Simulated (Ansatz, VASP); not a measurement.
## One calculation of SnO, two programs

```xyz
4
Lattice="3.6677 0.0000 0.0000 0.0000 3.6677 0.0000 0.0000 0.0000 30.6349" Properties=species:S:1:pos:R:3 pbc="T T T"
Sn    2.7508    0.9169   14.1354
Sn    0.9169    2.7508   16.4995
O     0.9169    0.9169   15.3175
O     2.7508    2.7508   15.3175
```

Change from the starting cell: biaxial strain -0.040, atoms relaxed.

Alike in both runs: task relaxation of the atoms; functional PBE; dispersion D3(BJ); k mesh 6 × 6 × 1; occupations gaussian, width 0.02 eV; no spin polarisation.

|  | VASP | Ansatz |
| --- | --- | --- |
| version | VASP 6.6.1 | Ansatz 0.2.0 |
| potentials or method | VASP PAW PBE potentials, release 64 (Sn_d, O), cutoff 520 eV | scalar-relativistic, plane waves, PAW |
| valence electrons in the cell | 40 | 40 |

|  | VASP | Ansatz | Ansatz less VASP |
| --- | --- | --- | --- |
| gap on the k mesh at the Fermi level, each at its own relaxed structure (eV) | 3.14 | 3.15 | +0.016 |

Ansatz's warnings: stress scf threshold loose, structure snapped to symmetry.
